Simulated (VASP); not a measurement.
# MnS (Fm-3m) in VASP: notebook

Runs on MnS. Level: PBE. Tasks: electric field gradients.

Program: VASP 6.6.1. These are calculated values, not measurements. Logs are shortened: lines on timing, memory, paths and dates and some standing lists are left out, and cuts for length are marked.

### 1 The cell of the first run

It takes space group Fm-3m (No. 225, cubic). Conventional cell: a = 5.119 Å, b = 5.119 Å, c = 5.119 Å, α = 90.00°, β = 90.00°, γ = 90.00°. Within 3.4 Å of Mn (site symmetry m-3m) lie 6 S at 2.56 Å. Within 3.4 Å of S (site symmetry m-3m) lie 6 Mn at 2.56 Å.

### 2 Electric field gradients, PBE, collinear spin, ferromagnetic start (volume scaled by 0.9405)

File INCAR:

```
PREC = Accurate
ENCUT = 520
EDIFF = 1E-8
ISMEAR = -1
SIGMA = 0.05
LREAL = F
LASPH = T
NELM = 150
ALGO = Normal
ISIF = 2
LWAVE = F
LCHARG = F
ISPIN = 2
MAGMOM = 4 0
LORBIT = 11
LMAXMIX = 4
GGA = PE
LEFG = T
NBANDS = 20
```

File KPOINTS:

```
Automatic mesh
0
Gamma
  12 12 12
```

File POSCAR:

```
MnS
1.0
    0.0000000000      2.5593774420      2.5593774420
    2.5593774420      0.0000000000      2.5593774420
    2.5593774420      2.5593774420      0.0000000000
Mn S
1 1
Direct
    0.0000000000      0.0000000000      0.0000000000
    0.5000000000      0.5000000000      0.5000000000
```

Potentials or basis: VASP PAW PBE potentials, release 64 (Mn_pv, S).

Started as:

```console
$ cat potpaw_PBE.64/Mn_pv/POTCAR potpaw_PBE.64/S/POTCAR > POTCAR
$ mpirun -np 1 vasp_std > vasp.out
```

OUTCAR:

```text
PREC = Accurate
   ENCUT = 520
   EDIFF = 1E-8
   ISMEAR = -1
   LREAL = F
   LASPH = T
   NELM = 150
   ISIF = 2
   ISPIN = 2
   LORBIT = 11
   GGA = PE

 ion  position               nearest neighbor table
   1  0.000  0.000  0.000-   2 2.56   2 2.56   2 2.56   2 2.56   2 2.56   2 2.56
   2  0.500  0.500  0.500-   1 2.56   1 2.56   1 2.56   1 2.56   1 2.56   1 2.56

  LATTYP: Found a face centered cubic cell.
 ALAT       =     5.1187548840

  Lattice vectors:

 A1 = (   0.0000000000,   2.5593774420,   2.5593774420)
 A2 = (   2.5593774420,   0.0000000000,   2.5593774420)
 A3 = (   2.5593774420,   2.5593774420,   0.0000000000)

Analysis of symmetry for initial positions (statically):
=====================================================================
 Subroutine PRICEL returns:
 Original cell was already a primitive cell.

 Routine SETGRP: Setting up the symmetry group for a
 face centered cubic supercell.

 Subroutine GETGRP returns: Found 48 space group operations
 (whereof 48 operations were pure point group operations)
 out of a pool of 48 trial point group operations.

The static configuration has the point symmetry O_h .

Analysis of symmetry for dynamics (positions and initial velocities):
=====================================================================
 Subroutine PRICEL returns:
 Original cell was already a primitive cell.

 Routine SETGRP: Setting up the symmetry group for a
 face centered cubic supercell.

 Subroutine GETGRP returns: Found 48 space group operations
 (whereof 48 operations were pure point group operations)
 out of a pool of 48 trial point group operations.

The dynamic configuration has the point symmetry O_h .

Analysis of structural, dynamic, and magnetic symmetry:
=====================================================================
 Subroutine PRICEL returns:
 Original cell was already a primitive cell.

 Routine SETGRP: Setting up the symmetry group for a
 face centered cubic supercell.

 Subroutine GETGRP returns: Found 48 space group operations
[... 163 lines left out ...]
      3     -43.3718      1.00000
      4      -7.7207      1.00000
      5       3.8590      1.00000
      6       3.8590      1.00000
[... 541 lines left out ...]
     19      21.5062      0.00000
     20      22.9902      0.00000

 [... further k-points ...]

 spin component 2

 k-point     1 :       0.0000    0.0000    0.0000
  band No.  band energies     occupation
      1     -38.9920      1.00000
      2     -38.9920      1.00000
      3     -38.9920      1.00000
      4      -7.4436      1.00000
      5       5.4828      1.00000
      6       5.4828      1.00000
[... 541 lines left out ...]
     19      22.3955      0.00000
     20      23.5232      0.00000

 [... further k-points ...]

------------------------ aborting loop because EDIFF is reached ----------------------------------------

  FORCE on cell =-STRESS in cart. coord.  units (eV):
  Direction    XX          YY          ZZ          XY          YZ          ZX
  --------------------------------------------------------------------------------------
  -------------------------------------------------------------------------------------
  Total       -0.1623500     -0.1623500     -0.1623500     -0.0000000     -0.0000000      0.0000000
  in kB       -7.7576428     -7.7576428     -7.7576428     -0.0000000     -0.0000000      0.0000000
  external PRESSURE =      -7.7576428 kB  Pullay stress =       0.0000000 kB

 VOLUME and BASIS-vectors are now :
 -----------------------------------------------------------------------------
  energy-cutoff  :      520.00
  volume of cell :       33.53
      direct lattice vectors                 reciprocal lattice vectors
     0.000000000  2.559377442  2.559377442    -0.195360009  0.195360009  0.195360009
     2.559377442  0.000000000  2.559377442     0.195360009 -0.195360009  0.195360009
     2.559377442  2.559377442  0.000000000     0.195360009  0.195360009 -0.195360009

 POSITION                                       TOTAL-FORCE (eV/Angst)
 -----------------------------------------------------------------------------------
      0.00000      0.00000      0.00000         0.000000     -0.000000     -0.000000
      2.55938      2.55938      2.55938         0.000000      0.000000      0.000000
 -----------------------------------------------------------------------------------
    total drift:                               -0.000000      0.000000      0.000000

  FREE ENERGIE OF THE ION-ELECTRON SYSTEM (eV)
  ---------------------------------------------------
  free  energy   TOTEN  =       -14.0877750392 eV

  energy  without entropy=      -14.0784692346  energy(sigma->0) =      -14.08312214

 Electric field gradients (V/A^2)
---------------------------------------------------------------------
 ion       V_xx      V_yy      V_zz      V_xy      V_xz      V_yz
---------------------------------------------------------------------
   1      -0.000    -0.000     0.000     0.004     0.004     0.004
   2      -0.000    -0.000     0.000    -0.000    -0.000    -0.000
---------------------------------------------------------------------

 Electric field gradients after diagonalization (V/A^2)
 (convention: |V_zz| > |V_xx| > |V_yy|)
----------------------------------------------------------------------
 ion       V_xx      V_yy      V_zz     asymmetry (V_yy - V_xx)/ V_zz
----------------------------------------------------------------------
   1      -0.004    -0.004     0.007       0.000
   2       0.000     0.000    -0.000       0.000
----------------------------------------------------------------------

           NMR quadrupolar parameters

 Cq : quadrupolar parameter    Cq=e*Q*V_zz/h
 eta: asymmetry parameters     (V_yy - V_xx)/ V_zz
 Q  : nuclear electric quadrupole moment in mb (millibarn)
----------------------------------------------------------------------
 ion       Cq(MHz)       eta       Q (mb)
----------------------------------------------------------------------
   1       0.000       0.000       1.000
   2      -0.000       0.000       1.000
----------------------------------------------------------------------

 total charge

# of ion       s       p       d       tot
------------------------------------------
    1        0.224   6.178   4.957  11.359
    2        1.328   2.407   0.000   3.735
--------------------------------------------------
tot          1.551   8.585   4.957  15.093

 magnetization (x)

# of ion       s       p       d       tot
------------------------------------------
    1        0.052   0.040   4.032   4.124
    2        0.027   0.061   0.000   0.087
--------------------------------------------------
tot          0.079   0.101   4.032   4.212
```

OSZICAR:

```text
N       E                     dE             d eps       ncg     rms          rms(c)
DAV:   1     0.156201482664E+03    0.15620E+03   -0.10233E+04  5792   0.993E+02
DAV:   2    -0.717071444863E+01   -0.16337E+03   -0.15334E+03  6068   0.289E+02
DAV:   3    -0.151350491609E+02   -0.79643E+01   -0.78481E+01  6704   0.686E+01
[... 11 lines left out ...]
DAV:  15    -0.140877750844E+02   -0.50184E-06   -0.46493E-07  6640   0.612E-03    0.233E-03
DAV:  16    -0.140877750432E+02    0.41290E-07   -0.61394E-08  6384   0.201E-03    0.132E-03
DAV:  17    -0.140877750175E+02    0.25634E-07   -0.81291E-09  5536   0.770E-04    0.882E-04
DAV:  18    -0.140877750365E+02   -0.18946E-07   -0.27199E-09  3156   0.539E-04    0.121E-04
DAV:  19    -0.140877750392E+02   -0.27694E-08   -0.47397E-10  3088   0.165E-04
   1 F= -.14087775E+02 E0= -.14083122E+02  d E =-.930580E-02  mag=     4.5253
```

stdout:

```text
POSCAR found type information on POSCAR MnS
 POSCAR found :  2 types and       2 ions
 scaLAPACK will be used
 LDA part: xc-table for (Slater+PW92), standard interpolation
 POSCAR, INCAR and KPOINTS ok, starting setup
 FFT: planning ... GRIDC
 FFT: planning ... GRID_SOFT
 FFT: planning ... GRID
 WAVECAR not read
 entering main loop
ion   1

ion   2
```

It took 69 s on 1 thread of Intel Xeon Platinum 8488C (Sapphire Rapids), shared host; peak memory 0.22 GiB.

What came out:

- Free energy: -14.0878 eV
- Pressure: -0.8 GPa
- Net moment: 4.53 μB per cell
- Site moments: Mn +4.12; S +0.09 μB
- Valence electrons inside the program's atomic spheres: Mn 11.36; S 3.73

Caveat: without QUAD_EFG the Cq values of the log hold for a quadrupole moment of 1 mb, not for the nuclei; a cell with one magnetic atom can't hold antiferromagnetic order, which such compounds often take.

### 3 Electric field gradients, PBE, collinear spin, ferromagnetic start (volume scaled by 0.97)

File INCAR:

```
SYSTEM = MnS
PREC = Accurate
ENCUT = 520
EDIFF = 1E-8
ISMEAR = -1
SIGMA = 0.05
LREAL = .False.
LASPH = .True.
NELM = 150
ALGO = Normal
ISIF = 2
LWAVE = .False.
LCHARG = .False.
ISPIN = 2
MAGMOM = 4 0
LORBIT = 11
LMAXMIX = 4
GGA = PE
LEFG = .True.
NBANDS = 20
```

File KPOINTS:

```
regular mesh
0
Gamma
  12 12 12
  0 0 0
```

File POSCAR:

```
MnS
1.0
    0.0000000000      2.5858618322      2.5858618322
    2.5858618322      0.0000000000      2.5858618322
    2.5858618322      2.5858618322      0.0000000000
Mn S
1 1
Direct
    0.0000000000      0.0000000000      0.0000000000
    0.5000000000      0.5000000000      0.5000000000
```

Potentials or basis: VASP PAW PBE potentials, release 64 (Mn_pv, S).

Started as:

```console
$ cat potpaw_PBE.64/Mn_pv/POTCAR potpaw_PBE.64/S/POTCAR > POTCAR
$ mpirun -np 1 vasp_std > vasp.out
```

OUTCAR:

```text
SYSTEM = MnS
   PREC = Accurate
   ENCUT = 520
   EDIFF = 1E-8
   ISMEAR = -1
   LREAL = .False.
   LASPH = .True.
   NELM = 150
   ISIF = 2
   ISPIN = 2
   LORBIT = 11
   GGA = PE

 ion  position               nearest neighbor table
   1  0.000  0.000  0.000-   2 2.59   2 2.59   2 2.59   2 2.59   2 2.59   2 2.59
   2  0.500  0.500  0.500-   1 2.59   1 2.59   1 2.59   1 2.59   1 2.59   1 2.59

  LATTYP: Found a face centered cubic cell.
 ALAT       =     5.1717236644

  Lattice vectors:

 A1 = (   0.0000000000,   2.5858618322,   2.5858618322)
 A2 = (   2.5858618322,   0.0000000000,   2.5858618322)
 A3 = (   2.5858618322,   2.5858618322,   0.0000000000)

[... 1345 lines left out ...]

 Electric field gradients after diagonalization (V/A^2)
 (convention: |V_zz| > |V_xx| > |V_yy|)
----------------------------------------------------------------------
 ion       V_xx      V_yy      V_zz     asymmetry (V_yy - V_xx)/ V_zz
----------------------------------------------------------------------
   1      -0.004    -0.004     0.009       0.000
   2       0.000     0.000    -0.001       0.000
----------------------------------------------------------------------

           NMR quadrupolar parameters

 Cq : quadrupolar parameter    Cq=e*Q*V_zz/h
 eta: asymmetry parameters     (V_yy - V_xx)/ V_zz
 Q  : nuclear electric quadrupole moment in mb (millibarn)
----------------------------------------------------------------------
 ion       Cq(MHz)       eta       Q (mb)
----------------------------------------------------------------------
   1       0.000       0.000       1.000
   2      -0.000       0.000       1.000
----------------------------------------------------------------------

 total charge

# of ion       s       p       d       tot
------------------------------------------
    1        0.218   6.168   4.940  11.327
    2        1.327   2.403   0.000   3.730
--------------------------------------------------
tot          1.546   8.571   4.940  15.057

 magnetization (x)

# of ion       s       p       d       tot
------------------------------------------
    1        0.052   0.039   4.107   4.198
    2        0.026   0.071   0.000   0.097
--------------------------------------------------
tot          0.078   0.110   4.107   4.295
```

Run time: 64 s. Hardware: 1 thread of Intel Xeon Platinum 8488C (Sapphire Rapids), shared host; peak memory 0.22 GiB.

What came out:

* Free energy: -14.0782 eV
* Pressure: -2.2 GPa
* Net moment: 4.63 μB per cell
* Site moments: Mn +4.20; S +0.10 μB
* Valence electrons inside the program's atomic spheres: Mn 11.33; S 3.73

Caveat: without QUAD_EFG the Cq values of the log hold for a quadrupole moment of 1 mb, not for the nuclei; a cell with one magnetic atom can't hold antiferromagnetic order, which such compounds often take.

(Continued in part 2 of 2.)
